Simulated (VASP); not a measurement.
# Ta4As3 in VASP: a series of runs

Ta4As3 is run at these levels: PBEsol; tasks: single point.

All numbers are computed with VASP 6.6.1; they aren't measurements. Logs are shortened: lines on timing, memory, paths and dates and some standing lists are left out, and cuts for length are marked.

### Step 1. The cell of the first run

The cell holds a slab with vacuum, 14 atoms: a = 3.391 Å, b = 7.124 Å, c = 25.167 Å, α = 90.00°, β = 90.00°, γ = 103.77°.

### Step 2. Single point, PBEsol

INCAR

```
ALGO = Normal ; DIPOL = 0.5 0.5 0.500
EDIFF = 1E-7 ; ENCUT = 520
GGA = PS ; IDIPOL = 3
ISIF = 2 ; ISMEAR = 0
ISYM = 0 ; LASPH = True
LCHARG = False ; LDIPOL = True
LREAL = False ; LWAVE = False
NBANDS = 72 ; NELM = 80
PREC = Accurate ; SIGMA = 0.1
```

KPOINTS

```
k-points
0
Gamma
  11 5 1
```

POSCAR

```
Ta4As3
1.0
    3.3914021655      0.0000000000      0.0000000000
   -1.6957010828      6.9190024853      0.0000000000
    0.0000000000      0.0000000000     25.1673358475
As Ta
6 8
Direct
    0.3389079563      0.6778433194      0.3040574000
    0.6651251277      0.3298491399      0.4285623753
    0.3821629601      0.7638759263      0.4581041082
    0.1178370418      0.2361240781      0.5418958908
    0.8348748711      0.6701508589      0.5714376241
    0.1610920419      0.3221566751      0.6959426004
    0.1673294956      0.3340155284      0.3497295465
    0.4993583338     -0.0010143841      0.3594033647
    0.8327568783      0.6655765507      0.3844113118
    0.0289844893      0.0577337949      0.4511940621
    0.4710155120      0.9422662084      0.5488059377
    0.6672431213      0.3344234495      0.6155886880
    0.0006416660      0.0010143832      0.6405966359
    0.3326705049      0.6659844714      0.6502704545
```

Potentials or basis: VASP PAW PBE potentials, release 64 (As, Ta_pv).

On the command line:

```sh
$ cat potpaw_PBE.64/As/POTCAR potpaw_PBE.64/Ta_pv/POTCAR > POTCAR
$ mpirun -np 1 vasp_std > vasp.out
```

OUTCAR:

```text
EDIFF = 1E-7
   ENCUT = 520
   GGA = PS
   ISIF = 2
   ISMEAR = 0
   ISYM = 0
   LASPH = True
   LREAL = False
   NELM = 80
   PREC = Accurate

 ion  position               nearest neighbor table
   1  0.339  0.678  0.304-   8 2.62   9 2.64   9 2.64   7 2.64
   2  0.665  0.330  0.429-   9 2.57  10 2.60  10 2.60   7 2.61   7 2.61   8 2.88
   3  0.382  0.764  0.458-  11 2.60   9 2.60   9 2.60  10 2.65  10 2.65   8 2.97
   4  0.118  0.236  0.542-  10 2.60  12 2.60  12 2.60  11 2.65  11 2.65  13 2.97
   5  0.835  0.670  0.571-  12 2.57  11 2.60  11 2.60  14 2.61  14 2.61  13 2.88
   6  0.161  0.322  0.696-  13 2.62  12 2.64  12 2.64  14 2.64
   7  0.167  0.334  0.350-   2 2.61   2 2.61   1 2.64   8 2.88   8 2.88   9 2.98   9 2.98  10 3.19

   8  0.499  0.999  0.359-   1 2.62   2 2.88   7 2.88   7 2.88  10 2.89  10 2.89   9 2.93   9 2.93
                             3 2.97
   9  0.833  0.666  0.384-   2 2.57   3 2.60   3 2.60   1 2.64   1 2.64   8 2.93   8 2.93   7 2.98
                             7 2.98  10 3.19
  10  0.029  0.058  0.451-   4 2.60   2 2.60   2 2.60   3 2.65   3 2.65   8 2.89   8 2.89  11 3.09
                            11 3.09   7 3.19   9 3.19
  11  0.471  0.942  0.549-   3 2.60   5 2.60   5 2.60   4 2.65   4 2.65  13 2.89  13 2.89  10 3.09
                            10 3.09  14 3.19  12 3.19
  12  0.667  0.334  0.616-   5 2.57   4 2.60   4 2.60   6 2.64   6 2.64  13 2.93  13 2.93  14 2.98
                            14 2.98  11 3.19
  13  0.001  0.001  0.641-   6 2.62   5 2.88  14 2.88  14 2.88  11 2.89  11 2.89  12 2.93  12 2.93
                             4 2.97
  14  0.333  0.666  0.650-   5 2.61   5 2.61   6 2.64  13 2.88  13 2.88  12 2.98  12 2.98  11 3.19

IMPORTANT INFORMATION: All symmetrisations will be switched off!
NOSYMM: (Re-)initialisation of all symmetry stuff for point group C_1.

----------------------------------------------------------------------------------------

                                     Primitive cell

  volume of cell :     590.5546

  direct lattice vectors                    reciprocal lattice vectors
     3.391402166  0.000000000  0.000000000     0.294863290  0.072264752  0.000000000
    -1.695701083  6.919002485  0.000000000     0.000000000  0.144529504  0.000000000
     0.000000000  0.000000000 25.167335847     0.000000000  0.000000000  0.039734043

  length of vectors
     3.391402166  7.123762879 25.167335847     0.303589450  0.144529504  0.039734043

  position of ions in fractional coordinates (direct lattice)
     0.338907956  0.677843319  0.304057400
     0.665125128  0.329849140  0.428562375
     0.382162960  0.763875926  0.458104108
     0.117837042  0.236124078  0.541895891
     0.834874871  0.670150859  0.571437624
     0.161092042  0.322156675  0.695942600
     0.167329496  0.334015528  0.349729547
     0.499358334  0.998985616  0.359403365
[... 146 lines left out ...]
   LEPSILON=     F    determine dielectric tensor
   LRPA    =     F    only Hartree local field effects (RPA)
 non-spin polarized calculation
 Gauss-broadening in eV      SIGMA  =   0.10
  energy-cutoff  :      520.00
  volume of cell :      590.55
 maximum number of plane-waves:     15944
 NGX is ok and might be reduce to    28
   NGX = 13   NGY = 27   NGZ = 93

 dipolmoment           0.000000      0.000000      0.000000 electrons x Angstroem

 number of electron     118.0000004 magnetization

 dipolmoment           0.000000      0.000000     -0.000000 electrons x Angstroem

 Free energy of the ion-electron system (eV)
  ---------------------------------------------------
  ext. energy  EPLUGINS =         0.00000000
  ---------------------------------------------------
  free energy    TOTEN  =      -131.97694636 eV

  energy without entropy =     -131.93706632  energy(sigma->0) =     -131.95700634

 E-fermi :  -0.2015     XC(G=0):  -5.8026

 val. band max:       -0.2123733830   @ k =  -0.1818   0.2000   0.0000
 cond. band min:      -0.1842005845   @ k =  -0.2727   0.2000   0.0000
 fundamental gap:      0.0281727985
 Fermi energy:        -0.2015172269

 k-point     1 :       0.0000    0.0000    0.0000
  band No.  band energies     occupation
      1     -34.8851      2.00000
      2     -34.8747      2.00000
      3     -34.7359      2.00000
      4     -34.7134      2.00000
      5     -34.6432      2.00000
      6     -34.6410      2.00000
[... 1765 lines left out ...]
     70       2.5719      0.00000
     71       2.8705      0.00000

 [... further k-points ...]

 [bands above 71 left out]

------------------------ aborting loop because EDIFF is reached ----------------------------------------

 vacuum level on the upper side and lower side of the slab       (xc-potential included)        -0.063        -0.064

  FORCE on cell =-STRESS in cart. coord.  units (eV):
  Direction    XX          YY          ZZ          XY          YZ          ZX
  --------------------------------------------------------------------------------------
  -------------------------------------------------------------------------------------
  Total       -2.2627499     -6.6598885      0.6722898     -0.0043255      0.0077258      0.0003536
  in kB       -6.1388512    -18.0683094      1.8239254     -0.0117352      0.0209602      0.0009592
  external PRESSURE =      -7.4610784 kB  Pullay stress =       0.0000000 kB

 VOLUME and BASIS-vectors are now :
 -----------------------------------------------------------------------------
  energy-cutoff  :      520.00
  volume of cell :      590.55
      direct lattice vectors                 reciprocal lattice vectors
     3.391402166  0.000000000  0.000000000     0.294863290  0.072264752  0.000000000
    -1.695701083  6.919002485  0.000000000     0.000000000  0.144529504  0.000000000
     0.000000000  0.000000000 25.167335847     0.000000000  0.000000000  0.039734043

 POSITION                                       TOTAL-FORCE (eV/Angst)
 -----------------------------------------------------------------------------------
     -0.00005      4.69000      7.65231        -0.000237      0.006164     -0.058308
      1.69638      2.28223     10.78577        -0.000020      0.036919      0.046600
      0.00076      5.28526     11.52926         0.000023     -0.034468      0.014196
     -0.00076      1.63374     13.63808        -0.000023      0.034468     -0.014196
      1.69502      4.63678     14.38156         0.000020     -0.036918     -0.046599
      0.00005      2.22900     17.51502         0.000237     -0.006163      0.058310
      0.00109      2.31105      8.80176         0.000337     -0.025817     -0.029530
     -0.00046      6.91198      9.04523        -0.000010      0.021990      0.001784
      1.69559      4.60513      9.67461         0.000042     -0.009373     -0.010268
      0.00040      0.39946     11.35535        -0.000092     -0.013936     -0.032321
     -0.00040      6.51954     13.81198         0.000092      0.013935      0.032323
      1.69581      2.31388     15.49273        -0.000042      0.009374      0.010265
      0.00046      0.00702     16.12211         0.000010     -0.021991     -0.001787
     -0.00109      4.60795     16.36557        -0.000337      0.025816      0.029530
 -----------------------------------------------------------------------------------
    total drift:                                0.000000     -0.000000     -0.000001

  FREE ENERGIE OF THE ION-ELECTRON SYSTEM (eV)
  ---------------------------------------------------
  free  energy   TOTEN  =      -131.9769463628 eV

  energy  without entropy=     -131.9370663188  energy(sigma->0) =     -131.95700634

 vacuum level on the upper side and lower side of the slab         4.676         4.676
```

stdout:

```text
POSCAR found type information on POSCAR AsTa
 POSCAR found :  2 types and      14 ions
 scaLAPACK will be used
 -----------------------------------------------------------------------------
|                                                                             |
|                                                                             |
|     You enforced a specific xc type in the INCAR file but a different       |
[... 22 lines left out ...]
 -----------------------------------------------------------------------------

 POSCAR, INCAR and KPOINTS ok, starting setup
 FFT: planning ... GRIDC
 FFT: planning ... GRID_SOFT
 FFT: planning ... GRID
 WAVECAR not read
 entering main loop
```

It took 73 min on 1 thread of Intel Xeon 6975P-C (Granite Rapids), shared host; peak memory 1.2 GiB.

What came out:

| Item | Value |
| --- | --- |
| Free energy | -131.9769 eV |
| Largest force | 0.059 eV/Å |
| Band gap on the k mesh | zero (bands 59 and 60 overlap by 0.55 eV) |

Forces on the atoms (eV/Å):
```
As   0.000  0.006 -0.058
As   0.000  0.037  0.047
As   0.000 -0.034  0.014
As   0.000  0.034 -0.014
As   0.000 -0.037 -0.047
As   0.000 -0.006  0.058
Ta   0.000 -0.026 -0.030
Ta   0.000  0.022  0.002
Ta   0.000 -0.009 -0.010
Ta   0.000 -0.014 -0.032
Ta   0.000  0.014  0.032
Ta   0.000  0.009  0.010
Ta   0.000 -0.022 -0.002
Ta   0.000  0.026  0.030
```

Levels at points of the mesh, in eV from the Fermi level:
```tsv
k point	band 55	band 56	band 57	band 58	band 59	band 60	band 61	band 62	band 63	band 64
(0.00, 0.00, 0.00)	-0.64	-0.41	-0.22	-0.16	0.23	0.40	0.42	0.71	0.80	1.07
```

Caveat: the PAW data sets were made with another functional, which shifts forces and pressure a little; spin-orbit coupling is left out, which moves the levels of the heavy elements.

### Step 3. Single point, PBEsol

INCAR

```
SYSTEM = Ta4As3
PREC = Accurate ; ENCUT = 520
EDIFF = 1E-7 ; ISMEAR = 0
SIGMA = 0.1 ; LREAL = .FALSE.
LASPH = .TRUE. ; NELM = 60
ALGO = Normal ; ISIF = 2
LWAVE = .FALSE. ; LCHARG = .FALSE.
LDIPOL = .TRUE. ; IDIPOL = 3
DIPOL = 0.5 0.5 0.500 ; GGA = PS
ISYM = 0 ; NBANDS = 72
```

KPOINTS

```
Automatic mesh
0
G
  11 5 1
  0 0 0
```

POSCAR

```
Ta4As3
1.0
    3.3914021655      0.0000000000      0.0000000000
   -1.6957010828      6.9190024853      0.0000000000
    0.0000000000      0.0000000000     25.1673358475
As Ta
6 8
Direct
    0.3310001000      0.6620002000      0.2980053211
    0.6689999000      0.3379998000      0.4270747380
    0.3826299973      0.7652599946      0.4554629146
    0.1173700027      0.2347400054      0.5445370854
    0.8310001000      0.6620002000      0.5729252620
    0.1689999000      0.3379998000      0.7019946789
    0.1631006076      0.3262012153      0.3453886143
    0.5000000000      0.0000000000      0.3625400295
    0.8368993924      0.6737987847      0.3796914447
    0.0311934724      0.0623869449      0.4522192484
    0.4688065276      0.9376130551      0.5477807516
    0.6631006076      0.3262012153      0.6203085553
    0.0000000000      0.0000000000      0.6374599705
    0.3368993924      0.6737987847      0.6546113857
```

Potentials or basis: VASP PAW PBE potentials, release 64 (As, Ta_pv).

On the command line:

```sh
$ cat potpaw_PBE.64/As/POTCAR potpaw_PBE.64/Ta_pv/POTCAR > POTCAR
$ mpirun -np 1 vasp_std > vasp.out
```

It took 1.7 h on 1 thread of Intel Xeon 8259CL, shared host; peak memory 1.2 GiB.

The run converged. Its results:

```yaml
Free_energy: -131.5606 eV
Largest_force: 1.312 eV/Å
Band_gap_on_the_k_mesh: zero (bands 59 and 60 overlap by 0.48 eV)
```

Forces in eV/Å, atoms in the order of the input:
```
As  -0.003  0.552  0.477
As  -0.002 -0.001 -0.289
As   0.009 -0.079  0.001
As  -0.009  0.079 -0.001
As   0.002  0.001  0.289
As   0.003 -0.552 -0.477
Ta   0.016  0.190  0.904
Ta  -0.008 -0.322 -1.272
Ta  -0.008 -0.414  0.247
Ta   0.001  0.017  0.086
Ta  -0.001 -0.017 -0.086
Ta   0.008  0.414 -0.247
Ta   0.008  0.322  1.272
Ta  -0.016 -0.190 -0.904
```

Levels at points of the mesh, in eV from the Fermi level:
| k point | band 57 | band 58 | band 59 | band 60 | band 61 | band 62 |
| --- | --- | --- | --- | --- | --- | --- |
| (0.00, 0.00, 0.00) | -0.16 | -0.08 | 0.14 | 0.15 | 0.23 | 0.90 |

Caveat: the PAW data sets were made with another functional, which shifts forces and pressure a little; spin-orbit coupling is left out, which moves the levels of the heavy elements.
